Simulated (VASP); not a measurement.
# MnO (Fm-3m) in VASP: a series of runs

MnO is run at these levels: PBE+D3(BJ); tasks: single point.

All numbers are computed with VASP 6.6.1; they aren't measurements. Logs are shortened: lines on timing, memory, paths and dates and some standing lists are left out, and cuts for length are marked.

### 1 The cell of the first run

The structure is cubic, space group Fm-3m (No. 225). The conventional cell has a = 4.506 Å, b = 4.506 Å, c = 4.506 Å, α = 90.00°, β = 90.00°, γ = 90.00°. Within 3.0 Å of Mn (site symmetry m-3m) lie 6 O at 2.25 Å. O (site symmetry m-3m) has 6 Mn at 2.25 Å within 3.0 Å.

### 2 Single point, PBE+D3(BJ), collinear spin, ferromagnetic start

File INCAR:

```
PREC = Accurate
ENCUT = 520
EDIFF = 1E-7
ISMEAR = -1
SIGMA = 0.05
LREAL = F
LASPH = T
NELM = 150
ALGO = Normal
ISIF = 2
LWAVE = F
LCHARG = T
ISPIN = 2
MAGMOM = 4 0
LORBIT = 11
LMAXMIX = 4
GGA = PE
IVDW = 12
LELF = T
LVHAR = T
NBANDS = 20
```

File KPOINTS:

```
regular mesh
0
Gamma
  10 10 10
```

File POSCAR:

```
MnO
1.0
    0.0000000000      2.2531730023      2.2531730023
    2.2531730023      0.0000000000      2.2531730023
    2.2531730023      2.2531730023      0.0000000000
Mn O
1 1
Direct
    0.0000000000      0.0000000000      0.0000000000
    0.5000000000      0.5000000000      0.5000000000
```

Potentials or basis: VASP PAW PBE potentials, release 64 (Mn_pv, O).

Started as:

```sh
$ cat potpaw_PBE.64/Mn_pv/POTCAR potpaw_PBE.64/O/POTCAR > POTCAR
$ mpirun -np 1 vasp_std > vasp.out
```

OUTCAR:

```text
PREC = Accurate
   ENCUT = 520
   EDIFF = 1E-7
   ISMEAR = -1
   LREAL = F
   LASPH = T
   NELM = 150
   ISIF = 2
   ISPIN = 2
   LORBIT = 11
   GGA = PE
   IVDW = 12
 IVDW          = 12

 ion  position               nearest neighbor table
   1  0.000  0.000  0.000-   2 2.25   2 2.25   2 2.25   2 2.25   2 2.25   2 2.25
   2  0.500  0.500  0.500-   1 2.25   1 2.25   1 2.25   1 2.25   1 2.25   1 2.25

  LATTYP: Found a face centered cubic cell.
 ALAT       =     4.5063460046

  Lattice vectors:

 A1 = (   0.0000000000,   2.2531730023,   2.2531730023)
 A2 = (   2.2531730023,   0.0000000000,   2.2531730023)
 A3 = (   2.2531730023,   2.2531730023,   0.0000000000)

Analysis of symmetry for initial positions (statically):
=====================================================================
 Subroutine PRICEL returns:
 Original cell was already a primitive cell.

 Routine SETGRP: Setting up the symmetry group for a
 face centered cubic supercell.

 Subroutine GETGRP returns: Found 48 space group operations
 (whereof 48 operations were pure point group operations)
 out of a pool of 48 trial point group operations.

The static configuration has the point symmetry O_h .

Analysis of symmetry for dynamics (positions and initial velocities):
=====================================================================
 Subroutine PRICEL returns:
 Original cell was already a primitive cell.

 Routine SETGRP: Setting up the symmetry group for a
 face centered cubic supercell.

 Subroutine GETGRP returns: Found 48 space group operations
 (whereof 48 operations were pure point group operations)
 out of a pool of 48 trial point group operations.

The dynamic configuration has the point symmetry O_h .

Analysis of structural, dynamic, and magnetic symmetry:
=====================================================================
 Subroutine PRICEL returns:
 Original cell was already a primitive cell.

 Routine SETGRP: Setting up the symmetry group for a
 face centered cubic supercell.

 Subroutine GETGRP returns: Found 48 space group operations
 (whereof 48 operations were pure point group operations)
 out of a pool of 48 trial point group operations.

The overall configuration has the point symmetry O_h .

 Subroutine INISYM returns: Found 48 space group operations
 (whereof 48 operations are pure point group operations),
 and found     1 'primitive' translations

----------------------------------------------------------------------------------------

                                     Primitive cell

  volume of cell :      22.8778

  direct lattice vectors                    reciprocal lattice vectors
     0.000000000  2.253173002  2.253173002    -0.221909281  0.221909281  0.221909281
     2.253173002  0.000000000  2.253173002     0.221909281 -0.221909281  0.221909281
     2.253173002  2.253173002  0.000000000     0.221909281  0.221909281 -0.221909281

  length of vectors
     3.186467818  3.186467818  3.186467818     0.384358149  0.384358149  0.384358149

  position of ions in fractional coordinates (direct lattice)
     0.000000000  0.000000000  0.000000000
     0.500000000  0.500000000  0.500000000

  ion indices of the primitive-cell ions
   primitive index   ion index
                 1           1
                 2           2

----------------------------------------------------------------------------------------

 KPOINTS: regular mesh

Automatic generation of k-mesh.
 Grid dimensions read from file:
 generate k-points for:   10   10   10

 Generating k-lattice:

  Cartesian coordinates                     Fractional coordinates (reciprocal lattice)
    -0.022190928  0.022190928  0.022190928     0.100000000  0.000000000  0.000000000
     0.022190928 -0.022190928  0.022190928     0.000000000  0.100000000  0.000000000
     0.022190928  0.022190928 -0.022190928     0.000000000  0.000000000  0.100000000

  Length of vectors
     0.038435815  0.038435815  0.038435815

  Shift w.r.t. Gamma in fractional coordinates (k-lattice)
     0.000000000  0.000000000  0.000000000

 Subroutine IBZKPT returns following result:
 ===========================================

 Found     47 irreducible k-points:

 Following reciprocal coordinates:
            Coordinates               Weight
  0.000000  0.000000  0.000000      1.000000
  0.100000  0.000000  0.000000      8.000000
  0.200000  0.000000  0.000000      8.000000
  0.300000  0.000000  0.000000      8.000000
  0.400000  0.000000  0.000000      8.000000
  0.500000  0.000000  0.000000      4.000000
[... 16 lines left out ...]
  0.300000  0.300000  0.000000      6.000000
  0.400000  0.300000  0.000000     24.000000
 [... further k-points ...]
   k-points           NKPTS =     47   k-points in BZ     NKDIM =     47   number of bands    NBANDS=     20
   number of dos      NEDOS =    301   number of ions     NIONS =      2
   total plane-waves  NPLWV =  13824
   dimension x,y,z NGX =    24 NGY =   24 NGZ =   24
   dimension x,y,z NGXF=    48 NGYF=   48 NGZF=   48
   ions per type =               1   1
   NGX,Y,Z   is equivalent  to a cutoff of  12.52, 12.52, 12.52 a.u.
   NGXF,Y,Z  is equivalent  to a cutoff of  25.04, 25.04, 25.04 a.u.
 SYSTEM =  unknown system
   PREC   = accura    normal or accurate (medium, high low for compatibility)
   ISTART =      0    job   : 0-new  1-cont  2-samecut
   ICHARG =      2    charge: 1-file 2-atom 10-const
   ISPIN  =      2    spin polarized calculation?
   LNONCOLLINEAR =      F non collinear calculations
   LSORBIT =      F    spin-orbit coupling
   LASPH  =      T    aspherical Exc in radial PAW
   ENCUT  =  520.0 eV  38.22 Ry    6.18 a.u.   5.92  5.92  5.92*2*pi/ulx,y,z
   NELM   =    150;   NELMIN=  2; NELMDL= -5     # of ELM steps
   EDIFF  = 0.1E-06   stopping-criterion for ELM
   LREAL  =      F    real-space projection
   EDIFFG = 0.1E-05   stopping-criterion for IOM
   NSW    =      0    number of steps for IOM
   IBRION =     -1    ionic relax: 0-MD 1-quasi-New 2-CG
   NFREE  =      0    steps in history (QN), initial steepest desc. (CG)
   ISIF   =      2    stress and relaxation
   ISYM   =      2    0-nonsym 1-usesym 2-fastsym
   POTIM  = 0.5000    time-step for ionic-motion
   TEBEG  =    0.0;   TEEND  =   0.0 temperature during run
   PSTRESS=    0.0 pullay stress
   NELECT =      19.0000    total number of electrons
   NUPDOWN=      -1.0000    fix difference up-down
   EMIN   =  10.00;   EMAX   =-10.00  energy-range for DOS
   EFERMI =   0.00;   METHOD = LEGACY
   ISMEAR =    -1;   SIGMA  =   0.05  broadening in eV -4-tet -1-fermi 0-gaus
   EFERMI_NEDOS =   21; number of points for ismear=-14 and -15
   IALGO  =     38    algorithm
   IMIX   =      4    mixing-type and parameters
     AMIX     =   0.40;   BMIX     =  1.00
     AMIX_MAG =   1.60;   BMIX_MAG =  1.00
  volume/ion in A,a.u.               =      11.44        77.19
  Fermi-wavevector in a.u.,A,eV,Ry     =   1.538821  2.907950 32.218197  2.367971
  Thomas-Fermi vector in A             =   2.645136
   LORBIT       =     11    0 simple, 1 ext, 2 COOP (PROOUT), +10 PAW based schemes
   GGA     = PE    functional components
   LHFCALC =     F    Hartree Fock is set to
   AEXX    =    0.0000 exact exchange contribution
   IVDW    =    12    specifies the selected vdW correction
   LEPSILON=     F    determine dielectric tensor
   LRPA    =     F    only Hartree local field effects (RPA)
 spin polarized calculation
  energy-cutoff  :      520.00
  volume of cell :       22.88
 maximum number of plane-waves:       636
   NGX = 11   NGY = 11   NGZ = 11

 number of electron      18.9999994 magnetization       4.8485969

 Free energy of the ion-electron system (eV)
  ---------------------------------------------------
  ext. energy  EPLUGINS =         0.00000000
  ---------------------------------------------------
  free energy    TOTEN  =       -16.39484992 eV

  energy without entropy =      -16.38818636  energy(sigma->0) =      -16.39151814

 E-fermi :   6.9915     XC(G=0): -11.6327

 val. band max:        6.9568340900   @ k =   0.4000   0.0000   0.0000
 cond. band min:       7.0209451303   @ k =   0.5000   0.4000   0.1000
 fundamental gap:      0.0641110403
 Fermi energy:         6.9914599610

 spin component 1

 k-point     1 :       0.0000    0.0000    0.0000
  band No.  band energies     occupation
      1     -43.3531      1.00000
      2     -43.3531      1.00000
      3     -43.3531      1.00000
      4     -12.8754      1.00000
      5       3.4928      1.00000
      6       3.4928      1.00000
[... 12 lines left out ...]
     19      26.0453      0.00000
     20      26.0453      0.00000
[... 507 lines left out ...]
 k-point    24 :       0.4000    0.3000    0.0000
  band No.  band energies     occupation
      1     -43.3920      1.00000
      2     -43.3696      1.00000
      3     -43.3681      1.00000
      4     -12.1114      1.00000
      5       0.1879      1.00000
      6       2.0074      1.00000
[... 12 lines left out ...]
     19      31.0381      0.00000
     20      32.9548      0.00000

 [... further k-points ...]

 spin component 2

 k-point     1 :       0.0000    0.0000    0.0000
  band No.  band energies     occupation
      1     -38.6215      1.00000
      2     -38.6215      1.00000
      3     -38.6215      1.00000
      4     -12.4373      1.00000
      5       3.8769      1.00000
      6       3.8769      1.00000
[... 12 lines left out ...]
     19      28.4107      0.00000
     20      28.4108      0.00000
[... 507 lines left out ...]
 k-point    24 :       0.4000    0.3000    0.0000
  band No.  band energies     occupation
      1     -38.6708      1.00000
      2     -38.6422      1.00000
      3     -38.6403      1.00000
      4     -11.6923      1.00000
      5       0.9609      1.00000
      6       2.7927      1.00000
[... 12 lines left out ...]
     19      32.0653      0.00000
     20      33.9974      0.00000

 [... further k-points ...]

------------------------ aborting loop because EDIFF is reached ----------------------------------------

 Edisp (eV)   -0.59187

 E8    (eV) :    -0.2408

  FORCE on cell =-STRESS in cart. coord.  units (eV):
  Direction    XX          YY          ZZ          XY          YZ          ZX
  --------------------------------------------------------------------------------------
  -------------------------------------------------------------------------------------
  Total      -1.23813    -1.23813    -1.23813     0.00000     0.00000     0.00000
  in kB     -86.70896   -86.70896   -86.70896     0.00000     0.00000     0.00000
  external pressure =      -86.71 kB  Pullay stress =        0.00 kB

 VOLUME and BASIS-vectors are now :
 -----------------------------------------------------------------------------
  energy-cutoff  :      520.00
  volume of cell :       22.88
      direct lattice vectors                 reciprocal lattice vectors
     0.000000000  2.253173002  2.253173002    -0.221909281  0.221909281  0.221909281
     2.253173002  0.000000000  2.253173002     0.221909281 -0.221909281  0.221909281
     2.253173002  2.253173002  0.000000000     0.221909281  0.221909281 -0.221909281

 POSITION                                       TOTAL-FORCE (eV/Angst)
 -----------------------------------------------------------------------------------
      0.00000      0.00000      0.00000        -0.000000      0.000000      0.000000
      2.25317      2.25317      2.25317         0.000000      0.000000     -0.000000
 -----------------------------------------------------------------------------------
    total drift:                                0.000000     -0.000000     -0.000000

  FREE ENERGIE OF THE ION-ELECTRON SYSTEM (eV)
  ---------------------------------------------------
  free  energy   TOTEN  =       -16.9867230090 eV

  energy  without entropy=      -16.9800594498  energy(sigma->0) =      -16.98339123

 total charge

# of ion       s       p       d       tot
------------------------------------------
    1        0.197   6.163   4.954  11.314
    2        1.560   3.400   0.000   4.960
--------------------------------------------------
tot          1.757   9.563   4.954  16.274

 magnetization (x)

# of ion       s       p       d       tot
------------------------------------------
    1        0.034   0.025   4.334   4.393
    2        0.029   0.175   0.000   0.204
--------------------------------------------------
tot          0.063   0.200   4.334   4.597
```

Wall time 16 s (1 thread of Intel Xeon 6975P-C (Granite Rapids), shared host); peak memory 0.17 GiB.

What came out:

```
Free energy                                           : -16.9867 eV
Pressure                                              : -8.7 GPa
Net moment                                            : 4.85 μB per cell
Site moments                                          : Mn +4.39; O +0.20 μB
Valence electrons inside the program's atomic spheres : Mn 11.31; O 4.96
Dispersion energy per atom                            : -0.296 eV
```

Levels at points of the mesh, in eV from the Fermi level:
Spin up:
| k point | band 10 | band 11 | band 12 | band 13 | band 14 | band 15 |
| --- | --- | --- | --- | --- | --- | --- |
| (0.00, 0.00, 0.00) | -3.13 | -2.63 | -2.63 | -0.63 | 13.91 | 16.06 |
| (0.50, 0.00, 0.00) | -1.87 | 0.15 | 0.15 | 3.45 | 7.46 | 11.66 |
| (0.50, 0.50, 0.00) | -2.05 | -2.05 | -1.96 | 4.79 | 7.66 | 10.25 |
Spin down:
| k point | band 4 | band 5 | band 6 | band 7 | band 8 | band 9 | band 10 | band 11 |
| --- | --- | --- | --- | --- | --- | --- | --- | --- |
| (0.00, 0.00, 0.00) | -19.43 | -3.11 | -3.11 | -3.11 | 0.71 | 0.90 | 0.90 | 0.90 |
| (0.50, 0.00, 0.00) | -18.56 | -6.97 | -4.51 | -4.51 | 2.00 | 2.05 | 2.05 | 3.61 |
| (0.50, 0.50, 0.00) | -18.57 | -6.06 | -4.06 | -4.06 | -0.57 | 2.04 | 2.17 | 2.46 |

Caveat: the cell stands under tension; a cell with one magnetic atom can't hold antiferromagnetic order, which such compounds often take; semilocal functionals often make such compounds metallic where correlation or magnetic order opens a gap, which also shifts bond lengths. With open d or f shells a metallic result of PBE can be an artefact of self-interaction; +U or a hybrid may open a gap.

### 3 Single point, PBE+D3(BJ), collinear spin, ferromagnetic start

This run uses another cell than the first one, of 11.66 Å³/atom.

File INCAR:

```
PREC = Accurate ; ENCUT = 520
EDIFF = 1E-6 ; ISMEAR = -1
SIGMA = 0.05 ; LREAL = F
LASPH = T ; NELM = 150
ALGO = Normal ; ISIF = 2
LWAVE = F ; LCHARG = F
ISPIN = 2 ; MAGMOM = 4 0
LORBIT = 11 ; LMAXMIX = 4
GGA = PE ; IVDW = 12
NBANDS = 20
```

KPOINTS is that of step 2.

File POSCAR:

```
MnO
1.0
    0.0000000000      2.2675248097      2.2675248097
    2.2675248097      0.0000000000      2.2675248097
    2.2675248097      2.2675248097      0.0000000000
Mn O
1 1
Direct
    0.0000000000      0.0000000000      0.0000000000
    0.5000000000      0.5000000000      0.5000000000
```

Potentials or basis: VASP PAW PBE potentials, release 64 (Mn_pv, O).

Started as:

```sh
$ cat potpaw_PBE.64/Mn_pv/POTCAR potpaw_PBE.64/O/POTCAR > POTCAR
$ mpirun -np 1 vasp_std > vasp.out
```

Run time: 14 s. Hardware: 1 thread of Intel Xeon 6975P-C (Granite Rapids), shared host; peak memory 0.17 GiB.

The run converged. Its results:

| Quantity | Value |
| --- | --- |
| Free energy | -16.9613 eV |
| Pressure | -10.2 GPa |
| Net moment | 4.89 μB per cell |
| Site moments | Mn +4.42; O +0.21 μB |
| Valence electrons inside the program's atomic spheres | Mn 11.30; O 4.95 |
| Dispersion energy per atom | -0.290 eV |

Levels at points of the mesh, in eV from the Fermi level:
Spin up:
| k point | band 8 | band 9 | band 10 | band 11 | band 12 | band 13 | band 14 | band 15 | band 16 | band 17 |
| --- | --- | --- | --- | --- | --- | --- | --- | --- | --- | --- |
| (0.00, 0.00, 0.00) | -3.11 | -3.11 | -3.11 | -2.63 | -2.63 | -0.69 | 13.86 | 15.92 | 15.92 | 15.92 |
| (0.50, 0.00, 0.00) | -2.32 | -2.32 | -1.89 | 0.10 | 0.10 | 3.42 | 7.31 | 11.54 | 11.54 | 17.76 |
| (0.50, 0.50, 0.00) | -3.99 | -2.26 | -2.08 | -2.08 | -2.00 | 4.67 | 7.57 | 10.15 | 13.10 | 13.10 |
Spin down:
```
           k point  band 3  band 4  band 5  band 6  band 7  band 8  band 9  band 10  band 11  band 12
(0.00, 0.00, 0.00)  -45.59  -19.26   -3.01   -3.01   -3.01    0.66    0.96     0.96     0.96     1.51
(0.50, 0.00, 0.00)  -45.60  -18.42   -6.80   -4.38   -4.38    2.02    2.07     2.07     3.58     3.58
(0.50, 0.50, 0.00)  -45.61  -18.43   -5.91   -3.94   -3.94   -0.48    2.05     2.15     2.47     2.47
```

Caveat: the cell stands under tension; a cell with one magnetic atom can't hold antiferromagnetic order, which such compounds often take; semilocal functionals often make such compounds metallic where correlation or magnetic order opens a gap, which also shifts bond lengths. With open d or f shells a metallic result of PBE can be an artefact of self-interaction; +U or a hybrid may open a gap.
